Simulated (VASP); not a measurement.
Set up this calculation in VASP 6.6.1, as the native input.

* Task: single point
* Functional: PBEsol
* Potentials or basis: VASP PAW PBE potentials, release 64 (Al, Ni)
* Cutoff: 520 eV
* k mesh: 14 × 14 × 14
* Occupations: gaussian, width 0.1 eV
* Spin: no spin polarisation
* Dipole correction: no
* Further INCAR settings: ALGO = Fast; EDIFF = 1e-07; NBANDS = 24

The structure of AlNi3 lies in POSCAR:

```
AlNi3
1.0
    0.0000000000      2.7118030427      2.7118030427
    2.7118030427      0.0000000000      2.7118030427
    2.7118030427      2.7118030427      0.0000000000
Al Ni
1 3
Direct
    0.5000000000      0.5000000000      0.5000000000
    0.2500000000      0.2500000000      0.2500000000
    0.0000000000      0.0000000000      0.0000000000
    0.7500000000      0.7500000000      0.7500000000
```

These files were run (other wordings do the same):

INCAR

```
SYSTEM = AlNi3
PREC = Accurate ; ENCUT = 520
EDIFF = 1E-7 ; ISMEAR = 0
SIGMA = 0.1 ; LREAL = .False.
LASPH = .True. ; NELM = 80
ALGO = Fast ; ISIF = 2
LWAVE = .False. ; LCHARG = .False.
GGA = PS ; NBANDS = 24
```

KPOINTS

```
regular mesh
0
Gamma
  14 14 14
  0 0 0
```

Potentials or basis: VASP PAW PBE potentials, release 64 (Al, Ni).

Command:

```console
$ cat potpaw_PBE.64/Al/POTCAR potpaw_PBE.64/Ni/POTCAR > POTCAR
$ mpirun -np 1 vasp_std > vasp.out
```

It gave:

| Item | Value |
| --- | --- |
| Pressure | 23.4 GPa |
| Band gap on the k mesh | zero (an odd number of electrons rules out a gap without spin polarisation) |

Caveat: the cell stands under pressure; the PAW data sets were made with another functional, which shifts forces and pressure a little.

It took 78 s on 1 thread of Intel(R) Xeon(R) 6975P-C (Granite Rapids), with other jobs on the host, peak memory 0.22 GiB.
